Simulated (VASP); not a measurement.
Crystal: C.

```xyz
2
Lattice="2.1553 -1.2444 0.0000 2.1553 1.2444 0.0000 -1.3972 0.0000 3.5489" Properties=species:S:1:pos:R:3 pbc="T T T"
C    -0.6787    0.0000    3.5486
C     3.5922    0.0000    0.0003
```

Program: VASP 6.6.1. Alike in all runs: task single point; no spin polarisation; cell as given; cutoff (eV) 520; smearing fermi-dirac 0.05 eV.

Order these runs on this cell by their pressure, lowest first.
A. level PBEsol; potentials or basis VASP PAW PBE potentials, release 64 (C); k mesh 13 × 13 × 8
B. level LDA; potentials or basis VASP PAW LDA potentials, release 64 (C); k mesh 13 × 13 × 8
C. level PBE; potentials or basis VASP PAW PBE potentials, release 64 (C); k mesh 13 × 13 × 8
D. level HSE06; potentials or basis VASP PAW PBE potentials, release 64 (C); k mesh 8 × 8 × 4; grid for exact exchange (PRECFOCK) Normal; screening parameter 0.2079 1/Å

B (-13.0 GPa), D (-11.4 GPa), A (-8.5 GPa), C (-5.9 GPa).

Caveats: some runs use coarse meshes; this functional lacks dispersion, which binds the layers, so the pressure and a relaxed spacing across them are unreliable (some runs); the PAW data sets were made with another functional, which shifts forces and pressure a little (some runs).
